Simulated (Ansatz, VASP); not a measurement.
## Two plane-wave programs on Al

INCAR

```
SYSTEM = Al
PREC     = Accurate       ! precision mode
ENCUT    = 520            ! plane-wave cutoff, eV
EDIFF    = 1E-6           ! SCF threshold, eV
ISMEAR   = 0              ! smearing method
SIGMA    = 0.15           ! smearing width, eV
LREAL    = .False.        ! projectors in reciprocal space
LASPH    = .True.         ! aspherical terms in the spheres
NELM     = 100            ! most SCF steps
ALGO     = Normal         ! electronic algorithm
ISIF     = 2              ! what is computed and relaxed
LWAVE    = .False.        ! write WAVECAR
LCHARG   = .False.        ! write CHGCAR
GGA      = CA             ! functional
NBANDS   = 8              ! bands
```

KPOINTS

```
Automatic mesh
0
Gamma
  22 22 22
  0 0 0
```

The input POSCAR:

```
Al
1.0
    0.0000000000      1.8032519626      2.5497982752
    1.8032519626      0.0000000000      2.5497982752
    1.8032519626      1.8032519626      0.0000000000
Al
1
Direct
    0.0000000000      0.0000000000      0.0000000000
```

Input for Ansatz:

```yaml
crystal:
  lattice:
    - [0.0, 1.8032519626, 2.5497982752]
    - [1.8032519626, 0.0, 2.5497982752]
    - [1.8032519626, 1.8032519626, 0.0]
  atoms:
    - { symbol: Al, position: [0.0, 0.0, 0.0] }
basis:
  ecutwfc: 420
kpoints:
  mp_grid: { grid: [22, 22, 22] }
hamiltonian:
  xc: lda
scf:
  occupations: { method: gaussian, width: 0.15 }
output:
  forces: true
  stress: true
  eigenvalues: true
```

Alike in both runs: task single point; functional LDA; k mesh 22 × 22 × 22; occupations gaussian, width 0.15 eV; no spin polarisation.

|  | VASP | Ansatz |
| --- | --- | --- |
| version | VASP 6.6.1 | Ansatz 0.2.0 |
| potentials or method | VASP PAW LDA potentials, release 64 (Al), cutoff 520 eV | scalar-relativistic, plane waves, PAW |
| valence electrons in the cell | 3 | 3 |

```tsv
	VASP	Ansatz	Ansatz less VASP
gap on the k mesh at the Fermi level (eV)	none	none	-
pressure (GPa)	5.7	5.6	-0.10
traceless stress, the component that is largest in VASP (GPa)	-18.02	-17.91	+0.104
```

LDA's correlation is that of Perdew and Zunger in VASP and of Perdew and Wang (1992) in Ansatz. A gap of «none» marks a metal or a gap that the smearing closes.
